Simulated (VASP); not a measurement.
Wanted: the native input for a VASP 6.6.1 run.

- Task: single point
- Functional: PBE
- Potentials or basis: VASP PAW PBE potentials, release 64 (Mg, Hf_pv, O)
- Cutoff: 600 eV
- k mesh: 4 × 4 × 4
- Occupations: gaussian, width 0.1 eV
- Spin: no spin polarisation
- Dipole correction: no
- Further INCAR settings: ALGO = Normal; EDIFF = 1e-06; NBANDS = 22

The structure of Hf2MgO lies in POSCAR:

```
Hf2MgO
1.0
    4.4377445903      0.0000000000      0.0000000000
    0.0000000000      4.4377445903      0.0000000000
    0.0000000000      0.0000000000      4.1070173270
Mg Hf O
1 2 1
Direct
    0.0000000000      0.0000000000      0.8506681983
    0.5000000000      0.0000000000      0.3506667190
    0.0000000000      0.5000000000      0.3506667190
    0.0000000000      0.0000000000      0.3506817038
```

The cell was generated, and may not be a known phase.

These files were run (other wordings do the same):

INCAR

```
SYSTEM = Hf2MgO
ALGO = Normal
EDIFF = 1E-6
ENCUT = 600
GGA = PE
GGA_COMPAT = .FALSE.
ISIF = 2
ISMEAR = 0
LASPH = .TRUE.
LCHARG = .FALSE.
LREAL = .FALSE.
LWAVE = .FALSE.
NBANDS = 22
NELM = 120
PREC = Accurate
SIGMA = 0.1
```

KPOINTS

```
k-points
0
G
  4 4 4
  0 0 0
```

Potentials or basis: VASP PAW PBE potentials, release 64 (Mg, Hf_pv, O).

The run is started by

```sh
$ cat potpaw_PBE.64/Mg/POTCAR potpaw_PBE.64/Hf_pv/POTCAR potpaw_PBE.64/O/POTCAR > POTCAR
$ mpirun -np 1 vasp_std > vasp.out
```

Results of the run:

| Property | Result |
| --- | --- |
| Pressure | -0.9 GPa |
| Band gap on the k mesh | zero (bands 14 and 15 overlap by 1.58 eV) |

Caveat: the k points lie up to 0.38 Å⁻¹ apart, too coarse for converged energies and pressures of a metal; spin-orbit coupling is left out, which moves the levels of the heavy elements.

Run time: 19 s on 1 thread of AMD EPYC 9R45 96-Core Processor (Zen 5), with other jobs on the host, peak memory 0.19 GiB.
